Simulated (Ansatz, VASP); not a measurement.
Sb: VASP beside Ansatz

```
Sb
1.0
    -1.88897    1.88897    1.88897
     1.88897   -1.88897    1.88897
     1.88897    1.88897   -1.88897
Sb
1
Direct
  0.00000 0.00000 0.00000
```

Alike in both runs: functional r2SCAN; k mesh 12 × 12 × 12; occupations fermi-dirac, width 0.1 eV; no spin polarisation.

Ansatz relaxed the structure, and its values are those at the end. VASP's run is a single point on that final structure, the one shown.

```csv
,VASP,Ansatz
version,VASP 6.6.1,Ansatz 0.2.0
potentials or method,"VASP PAW PBE potentials, release 64 (Sb), cutoff 520 eV","plane waves (500 eV) with PAW, scalar-relativistic"
valence electrons in the cell,5,15
```

|  | VASP | Ansatz | Ansatz less VASP |
| --- | --- | --- | --- |
| pressure (GPa) | -0.1 | 0.0 | +0.08 |

VASP's potentials were made for PBE, not for r2SCAN. VASP's potentials hold 5 valence electrons a cell and Ansatz's 15, so a difference there can come from the potentials and not from the codes.

Spin-orbit coupling is off throughout.
